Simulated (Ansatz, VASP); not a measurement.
## K: VASP beside Ansatz

```
CELL_PARAMETERS angstrom
4.25485 0.00000 0.00000
0.00000 4.25485 0.00000
0.00000 0.00000 4.25485
ATOMIC_POSITIONS crystal
K 0.00000 0.00000 0.00000
```

Alike in both runs: task relaxation of cell and atoms; functional BLYP; k mesh 8 × 8 × 8; occupations fermi-dirac, width 0.1 eV; no spin polarisation.

|  | VASP | Ansatz |
| --- | --- | --- |
| version | VASP 6.6.1 | Ansatz 0.2.0 |
| potentials or method | VASP PAW PBE potentials, release 64 (K_sv), cutoff 600 eV | plane waves (420 eV) with PAW, scalar-relativistic |
| valence electrons in the cell | 9 | 9 |

|  | VASP | Ansatz | Ansatz less VASP |
| --- | --- | --- | --- |
| relaxed volume (Å³/atom) | 85.49 | 85.71 | +0.213 |
| relaxed cell length with the largest relative difference (Å) | 4.405 | 4.409 | +0.0037 |

VASP's potentials were made for PBE, not for BLYP.
